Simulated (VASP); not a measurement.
# Ta in VASP: notebook

The runs below take Ta through single point, with PBE.

Everything below comes from runs of VASP 6.6.1. Logs are shortened: lines on timing, memory, paths and dates and some standing lists are left out, and cuts for length are marked.

**1. The cell of the first run**

The cell holds a slab with vacuum, 5 atoms: a = 2.874 Å, b = 2.874 Å, c = 24.387 Å, α = 90.00°, β = 90.00°, γ = 109.47°.

**2. Single point, PBE**

The input, INCAR:

```
PREC = Accurate
ENCUT = 520
EDIFF = 1E-7
ISMEAR = 0
SIGMA = 0.1
LREAL = F
LASPH = T
NELM = 60
ALGO = Fast
ISIF = 2
LWAVE = F
LCHARG = F
LDIPOL = T
IDIPOL = 3
DIPOL = 0.5 0.5 0.500
GGA = PE
NBANDS = 36
```

The input, KPOINTS:

```
Automatic mesh
0
Gamma
  13 13 1
```

The input, POSCAR:

```
Ta
1.0
    2.8741561385      0.0000000000      0.0000000000
   -0.9580520462      2.7097803943      0.0000000000
    0.0000000000      0.0000000000     24.3869546405
Ta
5
Direct
    0.5000000000      0.5000000000      0.3075414750
    0.0000000000      0.0000000000      0.4037707375
    0.5000000000      0.5000000000      0.5000000000
    0.0000000000      0.0000000000      0.5962292625
    0.5000000000      0.5000000000      0.6924585250
```

Potentials or basis: VASP PAW PBE potentials, release 64 (Ta_pv).

Launch:

```sh
$ cat potpaw_PBE.64/Ta_pv/POTCAR > POTCAR
$ mpirun -np 1 vasp_std > vasp.out
```

OUTCAR:

```text
PREC = Accurate
   ENCUT = 520
   EDIFF = 1E-7
   ISMEAR = 0
   LREAL = F
   LASPH = T
   NELM = 60
   ISIF = 2
   GGA = PE

 ion  position               nearest neighbor table
   1  0.500  0.500  0.308-   2 2.87   2 2.87   2 3.32   2 3.32
   2  0.000  0.000  0.404-   1 2.87   1 2.87   3 2.87   3 2.87   1 3.32   1 3.32   3 3.32   3 3.32

   3  0.500  0.500  0.500-   2 2.87   4 2.87   2 2.87   4 2.87   2 3.32   4 3.32   2 3.32   4 3.32

   4  0.000  0.000  0.596-   5 2.87   5 2.87   3 2.87   3 2.87   5 3.32   5 3.32   3 3.32   3 3.32

   5  0.500  0.500  0.692-   4 2.87   4 2.87   4 3.32   4 3.32

  LATTYP: Found a base centered orthorhombic cell.
 ALAT       =     3.3187896405
 B/A-ratio  =     1.4142135624
 C/A-ratio  =     7.3481471507

  Lattice vectors:

 A1 = (   2.8741561385,   0.0000000000,   0.0000000000)
 A2 = (  -0.9580520462,   2.7097803943,   0.0000000000)
 A3 = (   0.0000000000,   0.0000000000,  24.3869546405)

Analysis of symmetry for initial positions (statically):
=====================================================================
 Subroutine PRICEL returns:
 Original cell was already a primitive cell.

 Routine SETGRP: Setting up the symmetry group for a
 base centered orthorhombic supercell.

 Subroutine GETGRP returns: Found  8 space group operations
 (whereof  8 operations were pure point group operations)
 out of a pool of  8 trial point group operations.

The static configuration has the point symmetry D_2h.

Analysis of symmetry for dynamics (positions and initial velocities):
=====================================================================
 Subroutine PRICEL returns:
 Original cell was already a primitive cell.

 Routine SETGRP: Setting up the symmetry group for a
 base centered orthorhombic supercell.

 Subroutine GETGRP returns: Found  8 space group operations
 (whereof  8 operations were pure point group operations)
 out of a pool of  8 trial point group operations.

The dynamic configuration has the point symmetry D_2h.

 Subroutine INISYM returns: Found  8 space group operations
 (whereof  8 operations are pure point group operations),
 and found     1 'primitive' translations

----------------------------------------------------------------------------------------

                                     Primitive cell

  volume of cell :     189.9337

  direct lattice vectors                    reciprocal lattice vectors
     2.874156139  0.000000000  0.000000000     0.347928210  0.123011198  0.000000000
    -0.958052046  2.709780394  0.000000000     0.000000000  0.369033595  0.000000000
     0.000000000  0.000000000 24.386954641     0.000000000  0.000000000  0.041005530

  length of vectors
     2.874156139  2.874156139 24.386954641     0.369033595  0.369033595  0.041005530

  position of ions in fractional coordinates (direct lattice)
     0.500000000  0.500000000  0.307541475
     0.000000000  0.000000000  0.403770737
     0.500000000  0.500000000  0.500000000
     0.000000000  0.000000000  0.596229263
     0.500000000  0.500000000  0.692458525

  ion indices of the primitive-cell ions
   primitive index   ion index
                 1           1
                 2           2
                 3           3
                 4           4
                 5           5

----------------------------------------------------------------------------------------

 KPOINTS: Automatic mesh

Automatic generation of k-mesh.
 Grid dimensions read from file:
 generate k-points for:   13   13    1

 Generating k-lattice:

  Cartesian coordinates                     Fractional coordinates (reciprocal lattice)
     0.026763708  0.009462400  0.000000000     0.076923077  0.000000000  0.000000000
     0.000000000  0.028387200  0.000000000     0.000000000  0.076923077  0.000000000
     0.000000000  0.000000000  0.041005530     0.000000000  0.000000000  1.000000000

  Length of vectors
     0.028387200  0.028387200  0.041005530

  Shift w.r.t. Gamma in fractional coordinates (k-lattice)
     0.000000000  0.000000000  0.000000000

 Subroutine IBZKPT returns following result:
 ===========================================

 Found     49 irreducible k-points:

 Following reciprocal coordinates:
            Coordinates               Weight
  0.000000  0.000000  0.000000      1.000000
  0.076923  0.000000  0.000000      4.000000
  0.153846  0.000000  0.000000      4.000000
  0.230769  0.000000  0.000000      4.000000
  0.307692  0.000000  0.000000      4.000000
  0.384615  0.000000  0.000000      4.000000
[... 16 lines left out ...]
  0.384615  0.153846  0.000000      4.000000
  0.461538  0.153846  0.000000      4.000000
 [... further k-points ...]
   k-points           NKPTS =     49   k-points in BZ     NKDIM =     49   number of bands    NBANDS=     36
   number of dos      NEDOS =    301   number of ions     NIONS =      5
   total plane-waves  NPLWV = 110592
   dimension x,y,z NGX =    24 NGY =   24 NGZ =  192
   dimension x,y,z NGXF=    48 NGYF=   48 NGZF=  384
   ions per type =               5
   NGX,Y,Z   is equivalent  to a cutoff of  13.88, 13.88, 13.09 a.u.
   NGXF,Y,Z  is equivalent  to a cutoff of  27.76, 27.76, 26.18 a.u.
 SYSTEM =  unknown system
   PREC   = accura    normal or accurate (medium, high low for compatibility)
   ISTART =      0    job   : 0-new  1-cont  2-samecut
   ICHARG =      2    charge: 1-file 2-atom 10-const
   ISPIN  =      1    spin polarized calculation?
   LNONCOLLINEAR =      F non collinear calculations
   LSORBIT =      F    spin-orbit coupling
   LASPH  =      T    aspherical Exc in radial PAW
   ENCUT  =  520.0 eV  38.22 Ry    6.18 a.u.   5.34  5.34 45.34*2*pi/ulx,y,z
   NELM   =     60;   NELMIN=  2; NELMDL= -5     # of ELM steps
   EDIFF  = 0.1E-06   stopping-criterion for ELM
   LREAL  =      F    real-space projection
   EDIFFG = 0.1E-05   stopping-criterion for IOM
   NSW    =      0    number of steps for IOM
   IBRION =     -1    ionic relax: 0-MD 1-quasi-New 2-CG
   NFREE  =      0    steps in history (QN), initial steepest desc. (CG)
   ISIF   =      2    stress and relaxation
   ISYM   =      2    0-nonsym 1-usesym 2-fastsym
   POTIM  = 0.5000    time-step for ionic-motion
   TEBEG  =    0.0;   TEEND  =   0.0 temperature during run
   PSTRESS=    0.0 pullay stress
   NELECT =      55.0000    total number of electrons
   NUPDOWN=      -1.0000    fix difference up-down
   EMIN   =  10.00;   EMAX   =-10.00  energy-range for DOS
   EFERMI =   0.00;   METHOD = LEGACY
   ISMEAR =     0;   SIGMA  =   0.10  broadening in eV -4-tet -1-fermi 0-gaus
   EFERMI_NEDOS =   21; number of points for ismear=-14 and -15
   IALGO  =     68    algorithm
   IMIX   =      4    mixing-type and parameters
     AMIX     =   0.40;   BMIX     =  1.00
     AMIX_MAG =   1.60;   BMIX_MAG =  1.00
  volume/ion in A,a.u.               =      37.99       256.35
  Fermi-wavevector in a.u.,A,eV,Ry     =   1.083083  2.046730 15.960568  1.173069
  Thomas-Fermi vector in A             =   2.219140
   LORBIT       =      0    0 simple, 1 ext, 2 COOP (PROOUT), +10 PAW based schemes
   GGA     = PE    functional components
   LHFCALC =     F    Hartree Fock is set to
   AEXX    =    0.0000 exact exchange contribution
   IVDW    =     0    specifies the selected vdW correction
   LEPSILON=     F    determine dielectric tensor
   LRPA    =     F    only Hartree local field effects (RPA)
 non-spin polarized calculation
 RMM-DIIS sequential band-by-band and
 Gauss-broadening in eV      SIGMA  =   0.10
  energy-cutoff  :      520.00
  volume of cell :      189.93
 maximum number of plane-waves:      5161
 NGX is ok and might be reduce to    24
   NGX = 11   NGY = 11   NGZ = 91

 dipolmoment           0.000000      0.000000      0.000000 electrons x Angstroem

 number of electron      54.9999993 magnetization

 dipolmoment           0.000000      0.000000     -0.000000 electrons x Angstroem

 Free energy of the ion-electron system (eV)
  ---------------------------------------------------
  ext. energy  EPLUGINS =         0.00000000
  ---------------------------------------------------
  free energy    TOTEN  =       -56.72755792 eV

  energy without entropy =      -56.69116707  energy(sigma->0) =      -56.70936250

 E-fermi :   0.2580     XC(G=0):  -6.9226

 val. band max:        0.2489250404   @ k =  -0.2308   0.1538   0.0000
 cond. band min:       0.2648866879   @ k =  -0.3846   0.3077   0.0000
 fundamental gap:      0.0159616475
 Fermi energy:         0.2580498258

 k-point     1 :       0.0000    0.0000    0.0000
  band No.  band energies     occupation
      1     -34.1067      2.00000
      2     -34.0581      2.00000
      3     -33.7045      2.00000
      4     -33.4576      2.00000
      5     -33.4556      2.00000
      6     -33.3578      2.00000
[... 28 lines left out ...]
     35       3.5761      0.00000
     36       3.6423      0.00000

 k-point     2 :       0.0769    0.0000    0.0000
  band No.  band energies     occupation
      1     -34.0929      2.00000
      2     -34.0501      2.00000
      3     -33.7092      2.00000
      4     -33.4962      2.00000
      5     -33.4743      2.00000
      6     -33.3579      2.00000
[... 28 lines left out ...]
     35       3.4176      0.00000
     36       3.7681      0.00000

 k-point     3 :       0.1538    0.0000    0.0000
  band No.  band energies     occupation
      1     -34.0550      2.00000
      2     -34.0290      2.00000
      3     -33.7325      2.00000
      4     -33.6052      2.00000
      5     -33.5446      2.00000
      6     -33.3881      2.00000
[... 28 lines left out ...]
     35       3.3298      0.00000
     36       3.6253      0.00000
[... 742 lines left out ...]
 k-point    23 :       0.3846    0.1538    0.0000
  band No.  band energies     occupation
      1     -34.0978      2.00000
      2     -34.0894      2.00000
      3     -33.9912      2.00000
      4     -33.9542      2.00000
      5     -33.7784      2.00000
      6     -33.6852      2.00000
[... 28 lines left out ...]
     35       4.0991      0.00000
     36       4.1656      0.00000

 k-point    24 :       0.4615    0.1538    0.0000
  band No.  band energies     occupation
      1     -34.1530      2.00000
      2     -34.1480      2.00000
      3     -34.0074      2.00000
      4     -33.9736      2.00000
      5     -33.8205      2.00000
      6     -33.7242      2.00000
[... 28 lines left out ...]
     35       4.0287      0.00000
     36       4.0434      0.00000

 [... further k-points ...]

------------------------ aborting loop because EDIFF is reached ----------------------------------------

 vacuum level on the upper side and lower side of the slab       (xc-potential included)        -0.147        -0.147

  FORCE on cell =-STRESS in cart. coord.  units (eV):
  Direction    XX          YY          ZZ          XY          YZ          ZX
  --------------------------------------------------------------------------------------
  -------------------------------------------------------------------------------------
  Total       -4.0677033     -4.0314896     -2.9206380      0.0512138      0.0000000      0.0000000
  in kB      -34.3129314    -34.0074527    -24.6369128      0.4320121      0.0000000      0.0000000
  external PRESSURE =     -30.9857656 kB  Pullay stress =       0.0000000 kB

 VOLUME and BASIS-vectors are now :
 -----------------------------------------------------------------------------
  energy-cutoff  :      520.00
  volume of cell :      189.93
      direct lattice vectors                 reciprocal lattice vectors
     2.874156139  0.000000000  0.000000000     0.347928210  0.123011198  0.000000000
    -0.958052046  2.709780394  0.000000000     0.000000000  0.369033595  0.000000000
     0.000000000  0.000000000 24.386954641     0.000000000  0.000000000  0.041005530

 POSITION                                       TOTAL-FORCE (eV/Angst)
 -----------------------------------------------------------------------------------
      0.95805      1.35489      7.50000        -0.000000     -0.000000      0.517343
      0.00000      0.00000      9.84674         0.000000     -0.000000     -0.418787
      0.95805      1.35489     12.19348        -0.000000      0.000000      0.000000
      0.00000      0.00000     14.54022         0.000000      0.000000      0.418787
      0.95805      1.35489     16.88695         0.000000      0.000000     -0.517343
 -----------------------------------------------------------------------------------
    total drift:                                0.000000      0.000000     -0.000000

  FREE ENERGIE OF THE ION-ELECTRON SYSTEM (eV)
  ---------------------------------------------------
  free  energy   TOTEN  =       -56.7275579240 eV

  energy  without entropy=      -56.6911670675  energy(sigma->0) =      -56.70936250

 vacuum level on the upper side and lower side of the slab         4.953         4.953
```

It took 5.1 min on 1 thread of Intel Xeon 6975P-C (Granite Rapids), shared host; peak memory 0.46 GiB.

Results:

| Quantity | Value |
| --- | --- |
| Free energy | -56.7276 eV |
| Largest force | 0.517 eV/Å |

Forces in eV/Å, atoms in the order of the input:
```
Ta   0.000  0.000  0.517
Ta   0.000  0.000 -0.419
Ta   0.000  0.000  0.000
Ta   0.000  0.000  0.419
Ta   0.000  0.000 -0.517
```

Caveat: spin-orbit coupling is left out, which moves the levels of the heavy elements.

**3. Single point, PBE**

Edit INCAR of step 2 so:

```diff
@@ -2,3 +2,3 @@
 ENCUT = 520
-EDIFF = 1E-7
+EDIFF = 1E-6
 ISMEAR = 0
@@ -7,3 +7,3 @@
 LASPH = T
-NELM = 60
+NELM = 100
 ALGO = Fast
```

KPOINTS is that of step 2.

The input, POSCAR:

```
Ta
1.0
    2.8741561385      0.0000000000      0.0000000000
   -0.9580520462      2.7097803943      0.0000000000
    0.0000000000      0.0000000000     24.3869546405
Ta
5
Direct
    0.5000000000      0.5000000000      0.3119992999
    0.0000000000      0.0000000000      0.4039694125
    0.5000000000      0.5000000000      0.5000000021
    0.0000000000      0.0000000000      0.5960305802
    0.5000000000      0.5000000000      0.6880007054
```

Potentials or basis: VASP PAW PBE potentials, release 64 (Ta_pv).

Launch:

```sh
$ cat potpaw_PBE.64/Ta_pv/POTCAR > POTCAR
$ mpirun -np 1 vasp_std > vasp.out
```

Wall time 4.9 min (1 thread of Intel Xeon 6975P-C (Granite Rapids), shared host); peak memory 0.46 GiB.

Results (log left out):

* Free energy: -56.7838 eV
* Largest force: 0.004 eV/Å

Forces on the atoms (eV/Å):
```
Ta   0.000  0.000 -0.004
Ta   0.000  0.000 -0.004
Ta   0.000  0.000  0.000
Ta   0.000  0.000  0.004
Ta   0.000  0.000  0.004
```

Levels at points of the mesh, in eV from the Fermi level:
| k point | band 25 | band 26 | band 27 | band 28 | band 29 | band 30 |
| --- | --- | --- | --- | --- | --- | --- |
| (0.00, 0.00, 0.00) | -0.34 | 0.07 | 0.43 | 0.51 | 0.59 | 0.86 |

Caveat: spin-orbit coupling is left out, which moves the levels of the heavy elements.
